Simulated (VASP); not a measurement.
Write the native input for VASP 6.6.1 that does the following.

- Task: relaxation of cell and atoms
- Functional: r2SCAN
- Potentials or basis: VASP PAW PBE potentials, release 64 (Zn, O)
- Cutoff: 600 eV
- k mesh: 9 × 9 × 6
- Occupations: gaussian, width 0.02 eV
- Spin: no spin polarisation
- Dipole correction: no
- Further INCAR settings: ALGO = Normal; EDIFF = 1e-07; IBRION = 2; EDIFFG = -0.002; NSW = 100; ISIF = 3

The system is ZnO.

```
Zn O
1.0
     3.24940    0.00000    0.00000
    -1.62470    2.81406    0.00000
     0.00000    0.00000    5.20380
Zn O
2 2
Direct
  0.33333 0.66667 0.00000
  0.66667 0.33333 0.50000
  0.33333 0.66667 0.38300
  0.66667 0.33333 0.88300
```

These files were run (other wordings do the same):

POSCAR

```
ZnO
1.0
    3.2494000000      0.0000000000      0.0000000000
   -1.6247000000      2.8140629500      0.0000000000
    0.0000000000      0.0000000000      5.2038000000
Zn O
2 2
Direct
    0.3333333300      0.6666666700      0.0000000000
    0.6666666700      0.3333333300      0.5000000000
    0.3333333300      0.6666666700      0.3830000000
    0.6666666700      0.3333333300      0.8830000000
```

INCAR.step1

```
PREC = Accurate
ENCUT = 600
ISMEAR = 0
SIGMA = 0.02
LREAL = F
LASPH = T
NELM = 60
GGA = PE
ALGO = Normal
EDIFF = 1E-4
LWAVE = T
LCHARG = F
```

INCAR.step2

```
PREC = Accurate
ENCUT = 600
EDIFF = 1E-7
ISMEAR = 0
SIGMA = 0.02
LREAL = F
LASPH = T
NELM = 60
ALGO = Normal
ISIF = 3
LWAVE = F
LCHARG = F
METAGGA = R2SCAN
LMIXTAU = T
IBRION = 2
NSW = 100
EDIFFG = -0.002
ISTART = 1
```

KPOINTS

```
Automatic mesh
0
Gamma
  9 9 6
```

Potentials or basis: VASP PAW PBE potentials, release 64 (Zn, O).

Launch:

```sh
$ cat potpaw_PBE.64/Zn/POTCAR potpaw_PBE.64/O/POTCAR > POTCAR
$ cp INCAR.step1 INCAR
$ mpirun -np 1 vasp_std > vasp.out
$ cp INCAR.step2 INCAR
$ mpirun -np 1 vasp_std > vasp.out
```

It gave:

| Item | Value |
| --- | --- |
| Relaxed volume | 11.87 Å³/atom |
| Relaxed cell | a = 3.238 Å, b = 3.238 Å, c = 5.229 Å, α = 90.00°, β = 90.00°, γ = 120.00° |
| Space group after relaxing (to 0.1 Å) | P6_3mc (No. 186) |
| Energy gained by relaxing | 0.4 meV/atom |
| Ionic steps | 12 |
| Pressure after relaxing | 0.0 GPa |
| Band gap on the k mesh | 1.23 eV |

Caveat: the PAW data sets were made with another functional, which shifts forces and pressure a little.

Run time: 22 min on 1 thread of Intel(R) Xeon(R) Platinum 8488C (Sapphire Rapids) (shared host), peak memory 0.23 GiB.
